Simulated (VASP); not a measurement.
The system is Si5C.

```
CELL_PARAMETERS angstrom
2.77651 0.00000 0.00000
-1.38826 2.40453 0.00000
0.00000 0.00000 13.30012
ATOMIC_POSITIONS crystal
Si 0.33333 0.66667 0.83333
Si 0.33333 0.66667 0.16667
Si 0.33333 0.66667 0.50000
Si 0.66667 0.33333 0.33333
Si 0.66667 0.33333 0.66667
C 0.66667 0.33333 0.00000
```

```yaml
Program: VASP 6.6.1
Task: relaxation of cell and atoms
Functional: PBE
Potentials_or_basis: VASP PAW PBE potentials, release 64 (Si, C)
Cutoff: 600 eV
k_mesh: 6 × 6 × 2
Occupations: gaussian, width 0.1 eV
Spin: no spin polarisation
```

At the start: pressure -8.3 GPa; volume 14.80 Å³/atom.

Question: How do energy, volume and symmetry change on relaxing?

Answer: Over 22 steps the energy falls by 648.4 meV/atom and the volume is 12.89 Å³/atom (-12.9 %); space group P-6m2 (No. 187, to 0.05 Å).

The path:
```tsv
step	energy change (eV)	largest force (eV/Å)	pressure (GPa)	volume (Å³)
1	0.0000	1.3530	-8.30	88.79
2	-0.6327	1.9138	-0.30	79.19
3	-0.7060	2.1434	10.83	71.78
4	-0.7451	2.0014	3.93	75.43
5	-0.7538	2.0717	6.10	74.22
6	-1.4641	2.4072	4.75	74.19
7	-2.2781	7.1407	19.91	73.18
8	-2.1727	2.8215	3.89	74.05
9	-3.2342	1.9917	7.29	73.71
10	-3.3249	2.3081	11.73	73.47
11	-3.3700	2.1364	9.41	73.58
12	-3.3626	3.9068	1.03	80.78
13	-3.6054	1.6682	4.36	77.12
14	-3.7297	0.5616	-5.68	81.74
15	-3.7677	0.6024	-2.78	80.15
16	-3.8352	0.4660	-1.71	78.93
17	-3.8759	0.1844	2.06	75.94
18	-3.8878	0.1402	0.66	77.00
19	-3.8880	0.1059	0.83	76.86
20	-3.8887	0.2344	-0.24	77.33
21	-3.8901	0.0829	0.23	77.12
22	-3.8907	0.0202	-0.03	77.33
```

Final structure:
```cif
data_structure
_symmetry_space_group_name_H-M 'P 1'
_symmetry_Int_Tables_number 1
_cell_length_a 2.9471
_cell_length_b 2.9471
_cell_length_c 10.2815
_cell_angle_alpha 90.000
_cell_angle_beta 90.000
_cell_angle_gamma 120.000
_cell_volume 77.33
loop_
_atom_site_label
_atom_site_type_symbol
_atom_site_fract_x
_atom_site_fract_y
_atom_site_fract_z
_atom_site_occupancy
Si1 Si 0.33333 0.66667 0.88130 1
Si2 Si 0.33333 0.66667 0.11870 1
Si3 Si 0.33333 0.66667 0.50000 1
Si4 Si 0.66667 0.33333 0.31395 1
Si5 Si 0.66667 0.33333 0.68605 1
C1 C 0.66667 0.33333 0.00000 1
```

Caveat: the k points lie up to 0.41 Å⁻¹ apart in the final cell.
